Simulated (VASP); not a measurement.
Runs of VASP 6.6.1 on TiAl. The structure is that of space group P-6m2 (No. 187), or close to it. The cells are those of the table. 

```tsv
cell	further INCAR settings	gap on the mesh (eV)	pressure (GPa)	largest force (eV/Å)
a = 2.853, b = 2.864, c = 4.678 Å, angles 90.0, 90.0, 119.9°, 2 atoms	ALGO = Fast; EDIFF = 1e-06; NBANDS = 14	none	-2.4	0.01
a = 2.882, b = 2.871, c = 4.678 Å, angles 90.0, 90.0, 120.1°, 2 atoms	ALGO = Fast; EDIFF = 1e-07; NBANDS = 14	none	-3.3	0.01
a = 2.839, b = 2.860, c = 4.678 Å, angles 90.0, 90.0, 119.8°, 2 atoms	ALGO = Fast; EDIFF = 1e-06; NBANDS = 14	none	-1.9	0.03
a = 2.910, b = 2.878, c = 4.678 Å, angles 90.0, 90.0, 120.4°, 2 atoms	ALGO = Fast; EDIFF = 1e-07; NBANDS = 14	none	(b)	0.04
a = 2.824, b = 2.857, c = 4.678 Å, angles 90.0, 90.0, 119.6°, 2 atoms	ALGO = Fast; EDIFF = 1e-06; NBANDS = 14	none	(a)	0.04
a = 2.896, b = 2.874, c = 4.678 Å, angles 90.0, 90.0, 120.2°, 2 atoms	ALGO = Fast; EDIFF = 1e-06; NBANDS = 14	none	-3.8	0.03
a = 2.810, b = 2.853, c = 4.678 Å, angles 90.0, 90.0, 119.5°, 2 atoms	ALGO = Fast; EDIFF = 1e-06; NBANDS = 14	none	-0.9	0.06
```

Alike in all rows: task single point; level PBEsol; potentials or basis VASP PAW PBE potentials, release 64 (Ti_sv, Al); no spin polarisation; k mesh 18 × 18 × 10; cutoff (eV) 520; smearing gaussian 0.15 eV.

Question: Fill in the values left out.

Answer: (a) -1.4; (b) -4.2.

Caveats: the PAW data sets were made with another functional, which shifts forces and pressure a little; the cell stands under tension (at least some runs).

A gap of «none» marks levels without a gap at the run's occupations.
